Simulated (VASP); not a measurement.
Set up this calculation in VASP 6.6.1, as the native input.

| Property | Result |
| --- | --- |
| Task | single point |
| Functional | PBE |
| Potentials or basis | VASP PAW PBE potentials, release 64 (Au) |
| Cutoff | 520 eV |
| k mesh | 16 × 16 × 16 |
| Occupations | fermi-dirac, width 0.0612256 eV |
| Spin | no spin polarisation |
| Dipole correction | no |
| Further INCAR settings | ALGO = Normal; EDIFF = 1e-06; NBANDS = 18 |

The structure of Au lies in POSCAR:

```
Au
1.0
    0.0000000000      3.0816626417      3.0816626417
    3.0816626417      0.0000000000      3.0816626417
    3.0816626417      3.0816626417      0.0000000000
Au
2
Direct
    0.0000000000      0.0000000000      0.0000000000
    0.2500000000      0.2500000000      0.2500000000
```

This isn't the form of Au at room conditions, which is fcc.

One way to write it, as run:

INCAR

```
PREC = Accurate
ENCUT = 520
EDIFF = 1E-6
ISMEAR = -1
SIGMA = 0.06122561905347299
LREAL = F
LASPH = T
NELM = 80
ALGO = Normal
ISIF = 2
LWAVE = F
LCHARG = F
GGA = PE
NBANDS = 18
```

KPOINTS

```
regular mesh
0
Gamma
  16 16 16
```

Potentials or basis: VASP PAW PBE potentials, release 64 (Au).

The run is started by

```console
$ cat potpaw_PBE.64/Au/POTCAR > POTCAR
$ mpirun -np 1 vasp_std > vasp.out
```

Results of the run:

| Quantity | Value |
| --- | --- |
| Pressure | -0.1 GPa |
| Band gap on the k mesh | zero (bands 11 and 12 overlap by 0.64 eV) |

Caveat: spin-orbit coupling is left out, which moves the levels of the heavy elements.

It took 32 s on 1 thread of Intel(R) Xeon(R) 6975P-C (Granite Rapids) (shared host), peak memory 0.26 GiB.
